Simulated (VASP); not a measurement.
A run of VASP 6.6.1 is set up as follows.

Contents of INCAR:

```
SYSTEM = Tc
PREC = Accurate
ENCUT = 520
EDIFF = 1E-6
ISMEAR = -1
SIGMA = 0.05
LREAL = .False.
LASPH = .True.
NELM = 60
ALGO = Normal
ISIF = 2
LWAVE = .False.
LCHARG = .True.
GGA = PS
IVDW = 12
LELF = .True.
LVHAR = .True.
NBANDS = 34
```

File KPOINTS:

```
Automatic mesh
0
Gamma
  11 11 3
  0 0 0
```

File POSCAR:

```
Tc
1.0
    2.7046685164      0.0000000000      0.0000000000
   -1.3523342582      2.3423116440      0.0000000000
    0.0000000000      0.0000000000      8.7009613847
Tc
4
Direct
    0.6666666667      0.3333333333      0.7500000000
    0.0000000000      0.0000000000      0.5000000000
    0.3333333333      0.6666666667      0.2500000000
    0.0000000000      0.0000000000      0.0000000000
```

Potentials or basis: VASP PAW PBE potentials, release 64 (Tc_pv).

Command:

```sh
$ cat potpaw_PBE.64/Tc_pv/POTCAR > POTCAR
$ mpirun -np 1 vasp_std > vasp.out
```

Problem. What does it give for the dispersion energy per atom?

Solution. -0.641 eV.

Problem. What does it give for the band gap on the k mesh?

Solution. Zero (band 26 reaches 15.08 eV, above the bottom of band 27 at 12.02 eV).

Caveat: three body term missing.
